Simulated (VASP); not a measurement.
Write the native input for VASP 6.6.1 that does the following.

* Task: single point
* Functional: PBE
* Potentials or basis: VASP PAW PBE potentials, release 64 (Li_sv, F)
* Cutoff: 520 eV
* k mesh: 10 × 10 × 10
* Occupations: gaussian, width 0.1 eV
* Spin: no spin polarisation
* Dipole correction: no
* Further INCAR settings: ALGO = Normal; EDIFF = 1e-06; NBANDS = 12

The structure of LiF lies in POSCAR:

```
LiF
1.0
   -1.4371271000      1.4371271000      2.0365695821
    1.4371271000     -1.4371271000      2.0365695821
    1.4371271000      1.4371271000     -2.0365695821
Li F
1 1
Direct
    0.2500074205      0.2500074205      0.0000000000
    0.7499925795      0.7499925795      0.0000000000
```

The cell was generated, and may not be a known phase.

These files were run (other wordings do the same):

INCAR

```
SYSTEM = LiF
  PREC = Accurate
  ENCUT = 520
  EDIFF = 1E-6
  ISMEAR = 0
  SIGMA = 0.1
  LREAL = .FALSE.
  LASPH = .TRUE.
  NELM = 80
  ALGO = Normal
  ISIF = 2
  LWAVE = .FALSE.
  LCHARG = .FALSE.
  GGA = PE
  NBANDS = 12
```

KPOINTS

```
Automatic mesh
0
G
  10 10 10
  0 0 0
```

Potentials or basis: VASP PAW PBE potentials, release 64 (Li_sv, F).

Run with:

```console
$ cat potpaw_PBE.64/Li_sv/POTCAR potpaw_PBE.64/F/POTCAR > POTCAR
$ mpirun -np 1 vasp_std > vasp.out
```

Results of the run:

```
Band gap on the k mesh : 8.83 eV
```

It took 13 s on 1 thread of Intel(R) Xeon(R) Platinum 8488C (Sapphire Rapids), with other jobs on the host, peak memory 0.14 GiB.
